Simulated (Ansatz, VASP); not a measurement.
**One calculation of MgO, two programs**

File INCAR:

```
ALGO     = Normal         # electronic algorithm
EDIFF    = 1E-6           # SCF threshold, eV
ENCUT    = 520            # plane-wave cutoff, eV
GGA      = PS             # functional
ISIF     = 2              # what is computed and relaxed
ISMEAR   = 0              # smearing method
LASPH    = True           # aspherical terms in the spheres
LCHARG   = True           # write CHGCAR
LELF     = True           # ELF
LREAL    = False          # projectors in reciprocal space
LVHAR    = True         
LWAVE    = False          # write WAVECAR
NBANDS   = 11             # bands
NELM     = 60             # most SCF steps
PREC     = Accurate       # precision mode
SIGMA    = 0.01           # smearing width, eV
```

File KPOINTS:

```
k-points
0
Gamma
  10 10 10
```

File POSCAR:

```
MgO
1.0
    0.0000000000      2.1071401257      2.1176758263
    2.1071401257      0.0000000000      2.1176758263
    2.1071401257      2.1071401257      0.0000000000
Mg O
1 1
Direct
    0.0000000000      0.0000000000      0.0000000000
    0.5000000000      0.5000000000      0.5000000000
```

Input for Ansatz:

```yaml
crystal:
  lattice:
    - [0.0, 2.10714012571, 2.11767582634]
    - [2.10714012571, 0.0, 2.11767582634]
    - [2.10714012571, 2.10714012571, 0.0]
  atoms:
    - { symbol: Mg, position: [0.0, 0.0, 0.0] }
    - { symbol: O, position: [0.5, 0.5, 0.5] }
kpoints:
  mp_grid: { grid: [10, 10, 10] }
scf:
  occupations: { method: fixed }
  convergence: { dr2_threshold: 1.0e-10 }
hamiltonian:
  xc: pbesol
  pseudopotentials: { kind: all_electron, lapw: { basis_error: 0.0005 } }
output:
  forces: true
  stress: true
  eigenstates:
    kpoints:
      - [0.0, 0.0, 0.0]
      - [-0.5, 0.0, -0.5]
      - [0.0, -0.5, -0.5]
      - [-0.5, -0.5, 0.0]
      - [-0.5, 0.0, 0.0]
      - [0.0, -0.5, 0.0]
      - [0.0, 0.0, -0.5]
      - [-0.5, -0.5, -0.5]
  eigenvalues: true
```

Change from the starting cell: z stretched by +0.5 %, x and y held.

Alike in both runs: task single point; functional PBEsol; k mesh 10 × 10 × 10; no spin polarisation.

|  | VASP | Ansatz |
| --- | --- | --- |
| version | VASP 6.6.1 | Ansatz 0.2.0 |
| potentials or method | VASP PAW PBE potentials, release 64 (Mg, O), cutoff 520 eV | all-electron LAPW, scalar-relativistic |
| occupations | gaussian, width 0.01 eV | fixed |

VASP gave:

* gap on the k mesh at the Fermi level (eV): 4.56
* pressure (GPa): -1.3
* traceless stress, the component that is largest in VASP (GPa): -0.65

**Question.** Which values does Ansatz return?

**Answer.** gap on the k mesh at the Fermi level (eV): 4.57; pressure (GPa): -0.7; traceless stress, the component that is largest in VASP (GPa): -0.65.

VASP's potentials were made for PBE, not for PBEsol. Ansatz ran all-electron here, and VASP with PAW potentials.
